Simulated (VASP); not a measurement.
Here is a VASP 6.6.1 calculation.

Contents of INCAR:

```
ALGO = Normal
EDIFF = 1E-6
ENCUT = 520
GGA = PE
ISIF = 2
ISMEAR = 1
IVDW = 12
LASPH = True
LCHARG = True
LELF = True
LREAL = False
LVHAR = True
LWAVE = False
NBANDS = 16
NELM = 100
PREC = Accurate
SIGMA = 0.05
```

The input KPOINTS:

```
k-points
0
Gamma
  12 12 4
```

The input POSCAR:

```
BN
1.0
    2.4477203560      0.0000000000      0.0000000000
   -1.2238601780      2.1703573356      0.0000000000
    0.0000000000      0.0000000000      6.5923998870
B N
2 2
Direct
   -0.0691507274      0.0000000000      0.5000000000
    0.4026039588      0.6666666667      0.0000000000
    0.0689367990      0.0000000000      0.0000000000
    0.5976373354      0.3333333333      0.5000000000
```

Potentials or basis: VASP PAW PBE potentials, release 64 (B, N).

Command:

```bash
$ cat potpaw_PBE.64/B/POTCAR potpaw_PBE.64/N/POTCAR > POTCAR
$ mpirun -np 1 vasp_std > vasp.out
```

Task: Predict the band gap on the k mesh.

Result: 3.97 eV (least direct gap 4.32 eV).

Task: Predict the dispersion energy per atom.

Result: -0.146 eV.

Task: Predict the pressure.

Result: 9.2 GPa.

Task: Predict the largest force.

Result: 0.361 eV/Å.

Forces in eV/Å, atoms in the order of the input:
```
B    0.016 -0.344  0.000
B   -0.023 -0.341  0.000
N   -0.007  0.324  0.000
N    0.014  0.361  0.000
```

Caveat: the cell differs from its parent crystal (atoms displaced along a vibrational mode, the cell strained); the stress differs along the axes, from 0 to 23 GPa. A k mesh can miss the band edges.
